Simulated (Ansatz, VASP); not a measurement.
# As in VASP and in Ansatz

File INCAR:

```
SYSTEM = As
ALGO     = Normal         ! electronic algorithm
DIPOL    = 0.5 0.5 0.500
EDIFF    = 1E-6           ! SCF threshold, eV
ENCUT    = 520            ! plane-wave cutoff, eV
GGA      = PE             ! functional
IDIPOL   = 3            
ISIF     = 2              ! what is computed and relaxed
ISMEAR   = 0              ! smearing method
LASPH    = .True.         ! aspherical terms in the spheres
LCHARG   = .False.        ! write CHGCAR
LDIPOL   = .True.       
LREAL    = .False.        ! projectors in reciprocal space
LWAVE    = .False.        ! write WAVECAR
NBANDS   = 12             ! bands
NELM     = 100            ! most SCF steps
PREC     = Accurate       ! precision mode
SIGMA    = 0.02           ! smearing width, eV
```

The input KPOINTS:

```
k-points
0
Gamma
  9 9 1
  0 0 0
```

Contents of POSCAR:

```
As
1.0
    3.3810000000      0.0000000000      0.0000000000
   -1.6905000000      2.9280318902      0.0000000000
    0.0000000000      0.0000000000     28.0000000000
As
2
Direct
    0.3333333333      0.6666666667      0.5266071429
    0.6666666667      0.3333333333      0.4733928571
```

Input for Ansatz:

```yaml
crystal:
  lattice:
    - [3.381, 0.0, 0.0]
    - [-1.6905, 2.9280318902, 0.0]
    - [0.0, 0.0, 28.0]
  atoms:
    - { symbol: As, position: [0.3333333333, 0.6666666667, 0.5266071429] }
    - { symbol: As, position: [0.6666666667, 0.3333333333, 0.4733928571] }
  periodic: [true, true, false]
basis:
  ecutwfc: 420
kpoints:
  mp_grid: { grid: [9, 9, 1] }
hamiltonian:
  xc: pbe
scf:
  occupations: { method: gaussian, width: 0.02 }
output:
  forces: true
  stress: true
  eigenvalues: true
```

Alike in both runs: task single point; functional PBE; k mesh 9 × 9 × 1; occupations gaussian, width 0.02 eV; no spin polarisation.

```csv
,VASP,Ansatz
version,VASP 6.6.1,Ansatz 0.2.0
potentials or method,"VASP PAW PBE potentials, release 64 (As), cutoff 520 eV","scalar-relativistic, plane waves, PAW"
valence electrons in the cell,10,30
```

Ansatz gave:

* gap on the k mesh at the Fermi level (eV): 0.45
* least direct gap on the mesh (eV): 2.27
* rms of the force components (eV/Å): 0.298

Task: What did VASP give for the same quantities?

Result: gap on the k mesh at the Fermi level (eV): 0.46; least direct gap on the mesh (eV): 2.27; rms of the force components (eV/Å): 0.239.

Atom by atom the forces differ by 0.059 eV/Å (rms over components). VASP's potentials hold 10 valence electrons a cell and Ansatz's 30, so a difference there can come from the potentials and not from the codes.
